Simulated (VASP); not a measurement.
# LiC2 (Cmmm) in VASP: a series of runs

The runs below take LiC2 through single point, with PBE.

Everything below comes from runs of VASP 6.6.1. Logs are shortened: lines on timing, memory, paths and dates and some standing lists are left out, and cuts for length are marked.

**1. The cell of the first run**

It takes space group Cmmm (No. 65, orthorhombic). Conventional cell: a = 4.150 Å, b = 8.851 Å, c = 2.949 Å, α = 90.00°, β = 90.00°, γ = 90.00°. Li (site symmetry 2/m) has 4 C at 1.93 Å and 2 Li at 2.07 Å within 2.6 Å. C (site symmetry m) has 2 C at 1.76 to 1.94 Å and 2 Li at 1.93 Å within 2.3 Å.

The cell was generated, and may not be a known phase.

**2. Single point, PBE, collinear spin**

Input file INCAR:

```
SYSTEM = LiC2
PREC     = Accurate       ! precision mode
ENCUT    = 520            ! plane-wave cutoff, eV
EDIFF    = 1E-7           ! SCF threshold, eV
ISMEAR   = 0              ! smearing method
SIGMA    = 0.1            ! smearing width, eV
LREAL    = .False.        ! projectors in reciprocal space
LASPH    = .True.         ! aspherical terms in the spheres
NELM     = 150            ! most SCF steps
ALGO     = Normal         ! electronic algorithm
ISIF     = 2              ! what is computed and relaxed
LWAVE    = .False.        ! write WAVECAR
LCHARG   = .False.        ! write CHGCAR
ISPIN    = 2              ! spin polarisation
MAGMOM   = 0 0 1 1 1 1    ! initial moments
LORBIT   = 11             ! projections on sites
GGA      = PE             ! functional
NBANDS   = 24             ! bands
```

Input file KPOINTS:

```
regular mesh
0
Gamma
  4 4 6
  0 0 0
```

Input file POSCAR:

```
LiC2
1.0
    2.0749004200     -4.4253322100      0.0000000000
    2.0749004200      4.4253322100      0.0000000000
    0.0000000000      0.0000000000      2.9491075300
Li C
2 4
Direct
    0.0000000000      0.5000000000      0.0000000000
    0.5000000000      0.0000000000      0.0000000000
    0.1019200500      0.3216338200      0.5000000000
    0.8980799500      0.6783661800      0.5000000000
    0.3216338200      0.1019200500      0.5000000000
    0.6783661800      0.8980799500      0.5000000000
```

Potentials or basis: VASP PAW PBE potentials, release 64 (Li_sv, C).

Started as:

```
cat potpaw_PBE.64/Li_sv/POTCAR potpaw_PBE.64/C/POTCAR > POTCAR
mpirun -np 1 vasp_std > vasp.out
```

OUTCAR:

```text
SYSTEM = LiC2
   PREC = Accurate
   ENCUT = 520
   EDIFF = 1E-7
   ISMEAR = 0
   LREAL = .False.
   LASPH = .True.
   NELM = 150
   ISIF = 2
   ISPIN = 2
   LORBIT = 11
   GGA = PE

 ion  position               nearest neighbor table
   1  0.000  0.500  0.000-   3 1.93   4 1.93   3 1.93   4 1.93   2 2.07   2 2.07
   2  0.500  0.000  0.000-   5 1.93   6 1.93   5 1.93   6 1.93   1 2.07   1 2.07
   3  0.102  0.322  0.500-   6 1.76   1 1.93   1 1.93   5 1.94
   4  0.898  0.678  0.500-   5 1.76   1 1.93   1 1.93   6 1.94
   5  0.322  0.102  0.500-   4 1.76   2 1.93   2 1.93   3 1.94
   6  0.678  0.898  0.500-   3 1.76   2 1.93   2 1.93   4 1.94

  LATTYP: Found a base centered orthorhombic cell.
 ALAT       =     4.1498008400
 B/A-ratio  =     2.1327925752
 C/A-ratio  =     0.7106624254

  Lattice vectors:

 A1 = (   2.0749004200,  -4.4253322100,   0.0000000000)
 A2 = (   2.0749004200,   4.4253322100,   0.0000000000)
 A3 = (   0.0000000000,   0.0000000000,   2.9491075300)

Analysis of symmetry for initial positions (statically):
=====================================================================
 Subroutine PRICEL returns:
 Original cell was already a primitive cell.

 Routine SETGRP: Setting up the symmetry group for a
 base centered orthorhombic supercell.

 Subroutine GETGRP returns: Found  8 space group operations
 (whereof  8 operations were pure point group operations)
 out of a pool of  8 trial point group operations.

The static configuration has the point symmetry D_2h.

Analysis of symmetry for dynamics (positions and initial velocities):
=====================================================================
 Subroutine PRICEL returns:
 Original cell was already a primitive cell.

 Routine SETGRP: Setting up the symmetry group for a
 base centered orthorhombic supercell.

 Subroutine GETGRP returns: Found  8 space group operations
 (whereof  8 operations were pure point group operations)
 out of a pool of  8 trial point group operations.

The dynamic configuration has the point symmetry D_2h.

Analysis of structural, dynamic, and magnetic symmetry:
=====================================================================
 Subroutine PRICEL returns:
 Original cell was already a primitive cell.

 Routine SETGRP: Setting up the symmetry group for a
 base centered orthorhombic supercell.

 Subroutine GETGRP returns: Found  8 space group operations
 (whereof  8 operations were pure point group operations)
 out of a pool of  8 trial point group operations.

The overall configuration has the point symmetry D_2h.

 Subroutine INISYM returns: Found  8 space group operations
 (whereof  8 operations are pure point group operations),
 and found     1 'primitive' translations

----------------------------------------------------------------------------------------

                                     Primitive cell

  volume of cell :      54.1581

  direct lattice vectors                    reciprocal lattice vectors
     2.074900420 -4.425332210  0.000000000     0.240975420 -0.112985868  0.000000000
     2.074900420  4.425332210  0.000000000     0.240975420  0.112985868  0.000000000
     0.000000000  0.000000000  2.949107530     0.000000000  0.000000000  0.339085635

  length of vectors
     4.887614645  4.887614645  2.949107530     0.266148378  0.266148378  0.339085635

  position of ions in fractional coordinates (direct lattice)
     1.000000000  0.500000000  0.000000000
     0.500000000  1.000000000  0.000000000
     0.101920050  0.321633820  0.500000000
     0.898079950  0.678366180  0.500000000
     0.321633820  0.101920050  0.500000000
     0.678366180  0.898079950  0.500000000

  ion indices of the primitive-cell ions
   primitive index   ion index
                 1           1
                 2           2
                 3           3
                 4           4
                 5           5
                 6           6

----------------------------------------------------------------------------------------

 KPOINTS: regular mesh

Automatic generation of k-mesh.
 Grid dimensions read from file:
 generate k-points for:    4    4    6

 Generating k-lattice:
[... 43 lines left out ...]
 [... further k-points ...]
   k-points           NKPTS =     28   k-points in BZ     NKDIM =     28   number of bands    NBANDS=     24
   number of dos      NEDOS =    301   number of ions     NIONS =      6
   total plane-waves  NPLWV =  31104
   dimension x,y,z NGX =    36 NGY =   36 NGZ =   24
   dimension x,y,z NGXF=    72 NGYF=   72 NGZF=   48
   ions per type =               2   4
   NGX,Y,Z   is equivalent  to a cutoff of  12.24, 12.24, 13.53 a.u.
   NGXF,Y,Z  is equivalent  to a cutoff of  24.49, 24.49, 27.06 a.u.
 SYSTEM =  LiC2
   PREC   = accura    normal or accurate (medium, high low for compatibility)
   ISTART =      0    job   : 0-new  1-cont  2-samecut
   ICHARG =      2    charge: 1-file 2-atom 10-const
   ISPIN  =      2    spin polarized calculation?
   LNONCOLLINEAR =      F non collinear calculations
   LSORBIT =      F    spin-orbit coupling
   LASPH  =      T    aspherical Exc in radial PAW
   ENCUT  =  520.0 eV  38.22 Ry    6.18 a.u.   9.09  9.09  5.48*2*pi/ulx,y,z
   NELM   =    150;   NELMIN=  2; NELMDL= -5     # of ELM steps
   EDIFF  = 0.1E-06   stopping-criterion for ELM
   LREAL  =      F    real-space projection
   EDIFFG = 0.1E-05   stopping-criterion for IOM
   NSW    =      0    number of steps for IOM
   IBRION =     -1    ionic relax: 0-MD 1-quasi-New 2-CG
   NFREE  =      0    steps in history (QN), initial steepest desc. (CG)
   ISIF   =      2    stress and relaxation
   ISYM   =      2    0-nonsym 1-usesym 2-fastsym
   POTIM  = 0.5000    time-step for ionic-motion
   TEBEG  =    0.0;   TEEND  =   0.0 temperature during run
   PSTRESS=    0.0 pullay stress
   NELECT =      22.0000    total number of electrons
   NUPDOWN=      -1.0000    fix difference up-down
   EMIN   =  10.00;   EMAX   =-10.00  energy-range for DOS
   EFERMI =   0.00;   METHOD = LEGACY
   ISMEAR =     0;   SIGMA  =   0.10  broadening in eV -4-tet -1-fermi 0-gaus
   EFERMI_NEDOS =   21; number of points for ismear=-14 and -15
   IALGO  =     38    algorithm
   IMIX   =      4    mixing-type and parameters
     AMIX     =   0.40;   BMIX     =  1.00
     AMIX_MAG =   1.60;   BMIX_MAG =  1.00
  volume/ion in A,a.u.               =       9.03        60.91
  Fermi-wavevector in a.u.,A,eV,Ry     =   1.212442  2.291184 20.000792  1.470017
  Thomas-Fermi vector in A             =   2.347926
   LORBIT       =     11    0 simple, 1 ext, 2 COOP (PROOUT), +10 PAW based schemes
   GGA     = PE    functional components
   LHFCALC =     F    Hartree Fock is set to
   AEXX    =    0.0000 exact exchange contribution
   IVDW    =     0    specifies the selected vdW correction
   LEPSILON=     F    determine dielectric tensor
   LRPA    =     F    only Hartree local field effects (RPA)
 spin polarized calculation
 Gauss-broadening in eV      SIGMA  =   0.10
  energy-cutoff  :      520.00
  volume of cell :       54.16
 maximum number of plane-waves:      1488
   NGX = 19   NGY = 19   NGZ = 11

 number of electron      21.9999997 magnetization      -0.0020874

 number of electron      21.9999997 magnetization       0.0000216

 Free energy of the ion-electron system (eV)
  ---------------------------------------------------
  ext. energy  EPLUGINS =         0.00000000
  ---------------------------------------------------
  free energy    TOTEN  =       -27.21494152 eV

  energy without entropy =      -27.20376650  energy(sigma->0) =      -27.20935401

 E-fermi :   3.4536     XC(G=0): -10.5127

 val. band max:        3.4174766280   @ k =   0.5000   0.5000   0.0000
 cond. band min:       3.4566888849   @ k =  -0.2500   0.2500   0.5000
 fundamental gap:      0.0392122569
 Fermi energy:         3.4535586409

 spin component 1

 k-point     1 :       0.0000    0.0000    0.0000
  band No.  band energies     occupation
      1     -41.6201      1.00000
      2     -41.3650      1.00000
      3     -10.7080      1.00000
      4      -6.7362      1.00000
      5      -3.7060      1.00000
      6      -2.1774      1.00000
[... 613 lines left out ...]
     22      17.0488      0.00000
     23      19.4221      0.00000

 [... further k-points ...]

 spin component 2

 k-point     1 :       0.0000    0.0000    0.0000
  band No.  band energies     occupation
      1     -41.6201      1.00000
      2     -41.3650      1.00000
      3     -10.7080      1.00000
      4      -6.7362      1.00000
      5      -3.7060      1.00000
      6      -2.1774      1.00000
[... 613 lines left out ...]
     22      17.0489      0.00000
     23      19.4221      0.00000

 [... further k-points ...]

 [bands above 23 left out]

------------------------ aborting loop because EDIFF is reached ----------------------------------------

  FORCE on cell =-STRESS in cart. coord.  units (eV):
  Direction    XX          YY          ZZ          XY          YZ          ZX
  --------------------------------------------------------------------------------------
  -------------------------------------------------------------------------------------
  Total      -10.4009136    -10.3398734      8.7825708      0.0000000      0.0000000      0.0000000
  in kB     -307.6935050   -305.8877339    259.8175592      0.0000000      0.0000000      0.0000000
  external PRESSURE =    -117.9212266 kB  Pullay stress =       0.0000000 kB

 VOLUME and BASIS-vectors are now :
 -----------------------------------------------------------------------------
  energy-cutoff  :      520.00
  volume of cell :       54.16
      direct lattice vectors                 reciprocal lattice vectors
     2.074900420 -4.425332210  0.000000000     0.240975420 -0.112985868  0.000000000
     2.074900420  4.425332210  0.000000000     0.240975420  0.112985868  0.000000000
     0.000000000  0.000000000  2.949107530     0.000000000  0.000000000  0.339085635

 POSITION                                       TOTAL-FORCE (eV/Angst)
 -----------------------------------------------------------------------------------
      1.03745      2.21267      0.00000         0.000000      0.000000      0.000000
      1.03745     -2.21267      0.00000         0.000000      0.000000      0.000000
      0.87883      0.97231      1.47455        -4.137366     -4.468824      0.000000
      3.27097     -0.97231      1.47455         4.137366      4.468824      0.000000
      0.87883     -0.97231      1.47455        -4.137366      4.468824      0.000000
      3.27097      0.97231      1.47455         4.137366     -4.468824      0.000000
 -----------------------------------------------------------------------------------
    total drift:                               -0.000000      0.000000      0.000000

  FREE ENERGIE OF THE ION-ELECTRON SYSTEM (eV)
  ---------------------------------------------------
  free  energy   TOTEN  =       -27.2149415194 eV

  energy  without entropy=      -27.2037664963  energy(sigma->0) =      -27.20935401

 total charge

# of ion       s       p       d       tot
------------------------------------------
    1        2.061   0.128   0.000   2.189
    2        2.061   0.128   0.000   2.189
    3        0.939   1.204   0.000   2.143
    4        0.939   1.204   0.000   2.143
    5        0.939   1.204   0.000   2.143
    6        0.939   1.204   0.000   2.143
--------------------------------------------------
tot          7.878   5.073   0.000  12.950

 magnetization (x)

# of ion       s       p       d       tot
------------------------------------------
    1        0.000   0.000   0.000   0.000
    2        0.000   0.000   0.000   0.000
    3        0.000   0.000   0.000   0.000
    4        0.000   0.000   0.000   0.000
    5        0.000   0.000   0.000   0.000
    6        0.000   0.000   0.000   0.000
--------------------------------------------------
tot          0.000   0.000   0.000   0.000
```

Wall time 2 min (1 thread of Intel Xeon 8259CL, shared host); peak memory 0.22 GiB.

Results:

```
Free energy                                           : -27.2149 eV
Largest force                                         : 6.090 eV/Å
Band gap on the k mesh                                : zero (filled and empty bands overlap)
Net moment                                            : 0.00 μB per cell
Valence electrons inside the program's atomic spheres : Li 2.19; C 2.14
```

Forces on the atoms (eV/Å):
```
Li   0.000  0.000  0.000
Li   0.000  0.000  0.000
C   -4.137 -4.469  0.000
C    4.137  4.469  0.000
C   -4.137  4.469  0.000
C    4.137 -4.469  0.000
```

Caveat: the k points lie up to 0.42 Å⁻¹ apart, too coarse for converged energies and pressures of a metal; the cutoff is under 1.25 times the usual one of these potentials, so pressure, stress and relaxed cells hold a basis-set (Pulay) error; forces of over 1 eV/Å act on the atoms, so gaps and moduli don't describe the material at rest.

**3. Single point, PBE, collinear spin**

This run uses another cell than the first one, of 13.91 Å³/atom.

Input file INCAR:

```
SYSTEM = LiC2
PREC = Accurate
ENCUT = 520
EDIFF = 1E-7
ISMEAR = 0
SIGMA = 0.1
LREAL = .FALSE.
LASPH = .TRUE.
NELM = 150
ALGO = Normal
ISIF = 2
LWAVE = .FALSE.
LCHARG = .FALSE.
ISPIN = 2
MAGMOM = 0 0 1 1 1 1
LORBIT = 11
GGA = PE
NBANDS = 24
```

Input file KPOINTS:

```
regular mesh
0
G
  4 4 6
  0 0 0
```

Input file POSCAR:

```
LiC2
1.0
    3.8708501386     -4.0822692858      0.0000000000
    3.8708501386      4.0822692858      0.0000000000
    0.0000000000      0.0000000000      2.6404110080
Li C
2 4
Direct
    0.0000000000      0.5000000000      0.0000000000
    0.5000000000      0.0000000000      0.0000000000
    0.0051967146      0.1827531505      0.5000000000
    0.9948032854      0.8172468495      0.5000000000
    0.1827531505      0.0051967146      0.5000000000
    0.8172468495      0.9948032854      0.5000000000
```

Potentials or basis: VASP PAW PBE potentials, release 64 (Li_sv, C).

Started as:

```
cat potpaw_PBE.64/Li_sv/POTCAR potpaw_PBE.64/C/POTCAR > POTCAR
mpirun -np 1 vasp_std > vasp.out
```

OUTCAR:

```text
SYSTEM = LiC2
   PREC = Accurate
   ENCUT = 520
   EDIFF = 1E-7
   ISMEAR = 0
   LREAL = .FALSE.
   LASPH = .TRUE.
   NELM = 150
   ISIF = 2
   ISPIN = 2
   LORBIT = 11
   GGA = PE

 ion  position               nearest neighbor table
   1  0.000  0.500  0.000-   3 2.22   4 2.22   3 2.22   4 2.22
   2  0.500  0.000  0.000-   5 2.22   6 2.22   5 2.22   6 2.22
   3  0.005  0.183  0.500-   5 1.45   6 1.46   4 2.05   1 2.22   1 2.22
   4  0.995  0.817  0.500-   6 1.45   5 1.46   3 2.05   1 2.22   1 2.22
   5  0.183  0.005  0.500-   3 1.45   4 1.46   6 2.05   2 2.22   2 2.22
   6  0.817  0.995  0.500-   4 1.45   3 1.46   5 2.05   2 2.22   2 2.22

  LATTYP: Found a base centered orthorhombic cell.
 ALAT       =     7.7417002772
 B/A-ratio  =     1.0546182724
 C/A-ratio  =     0.3410634503

[... 1491 lines left out ...]
      1.93543      2.04113      0.00000        -0.000000      0.000000      0.000000
      1.93543     -2.04113      0.00000        -0.000000      0.000000      0.000000
      0.72753      0.72483      1.32021         0.077990      0.070206      0.000000
      7.01417     -0.72483      1.32021        -0.077990     -0.070206     -0.000000
      0.72753     -0.72483      1.32021         0.077990     -0.070206     -0.000000
      7.01417      0.72483      1.32021        -0.077990      0.070206      0.000000
 -----------------------------------------------------------------------------------
    total drift:                                0.000000      0.000000     -0.000000

  FREE ENERGIE OF THE ION-ELECTRON SYSTEM (eV)
  ---------------------------------------------------
  free  energy   TOTEN  =       -34.1633060693 eV

  energy  without entropy=      -34.1516557667  energy(sigma->0) =      -34.15748092

 total charge

# of ion       s       p       d       tot
------------------------------------------
    1        2.034   0.062   0.000   2.096
    2        2.034   0.062   0.000   2.096
    3        0.908   1.522   0.000   2.430
    4        0.908   1.522   0.000   2.430
    5        0.908   1.522   0.000   2.430
    6        0.908   1.522   0.000   2.430
--------------------------------------------------
tot          7.699   6.212   0.000  13.911

 magnetization (x)

# of ion       s       p       d       tot
------------------------------------------
    1       -0.000  -0.000   0.000  -0.000
    2       -0.000  -0.000   0.000  -0.000
    3       -0.000  -0.000   0.000  -0.000
    4       -0.000  -0.000   0.000  -0.000
    5       -0.000  -0.000   0.000  -0.000
    6       -0.000  -0.000   0.000  -0.000
--------------------------------------------------
tot         -0.000  -0.000   0.000  -0.000
```

It took 3.2 min on 1 thread of Intel Xeon 8259CL, shared host; peak memory 0.25 GiB.

What came out:

| Item | Value |
| --- | --- |
| Free energy | -34.1633 eV |
| Largest force | 0.105 eV/Å |
| Band gap on the k mesh | zero (filled and empty bands overlap) |
| Net moment | 0.00 μB per cell |
| Valence electrons inside the program's atomic spheres | Li 2.10; C 2.43 |

Forces in eV/Å, atoms in the order of the input:
```
Li   0.000  0.000  0.000
Li   0.000  0.000  0.000
C    0.078  0.070  0.000
C   -0.078 -0.070  0.000
C    0.078 -0.070  0.000
C   -0.078  0.070  0.000
```

Caveat: the k points lie up to 0.40 Å⁻¹ apart; the cutoff is under 1.25 times the usual one of these potentials, so pressure, stress and relaxed cells hold a basis-set (Pulay) error.

The gap in the log of VASP goes by the Fermi energy; the results here count the filled bands.